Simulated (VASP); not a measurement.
Set up this calculation in VASP 6.6.1, as the native input.

```yaml
Task: single point
Functional: PBE
Potentials_or_basis: VASP PAW PBE potentials, release 64 (Al)
Cutoff: 400 eV
k_mesh: 9 × 9 × 1
Occupations: gaussian, width 0.1 eV
Spin: no spin polarisation
Dipole_correction: yes
Further_INCAR_settings: ALGO = Normal; EDIFF = 1e-06; NBANDS = 12; NELMDL = -8
```

The structure of Al lies in POSCAR:

```
Al
1.0
    2.8571514048      0.0000000000      0.0000000000
   -1.4285757024      2.4743656990      0.0000000000
    0.0000000000      0.0000000000     20.1016425018
Al
3
Direct
    0.6666666667      0.3333333333      0.1989887145
    0.3333333333      0.6666666667      0.3134533094
    0.0000000000      0.0000000000      0.4279074459
```

These files were run (other wordings do the same):

INCAR

```
SYSTEM = Al
PREC = Accurate ; ENCUT = 400
EDIFF = 1E-6 ; ISMEAR = 0
SIGMA = 0.1 ; LREAL = .False.
LASPH = .True. ; NELM = 120
ALGO = Normal ; ISIF = 2
LWAVE = .False. ; LCHARG = .True.
LDIPOL = .True. ; IDIPOL = 3
DIPOL = 0.5 0.5 0.313 ; GGA = PE
LELF = .True. ; LVHAR = .True.
LVACPOTAV = .True. ; NBANDS = 12
GGA_COMPAT = .False. ; NELMDL = -8
```

KPOINTS

```
regular mesh
0
Gamma
  9 9 1
  0 0 0
```

Potentials or basis: VASP PAW PBE potentials, release 64 (Al).

Run with:

```console
$ cat potpaw_PBE.64/Al/POTCAR > POTCAR
$ mpirun -np 1 vasp_std > vasp.out
```

Results of the run:

- Largest force: 0.174 eV/Å

It took 42 s on 1 thread of AMD EPYC 7R43 64-Core Processor (Zen 3) (shared host), peak memory 0.17 GiB.
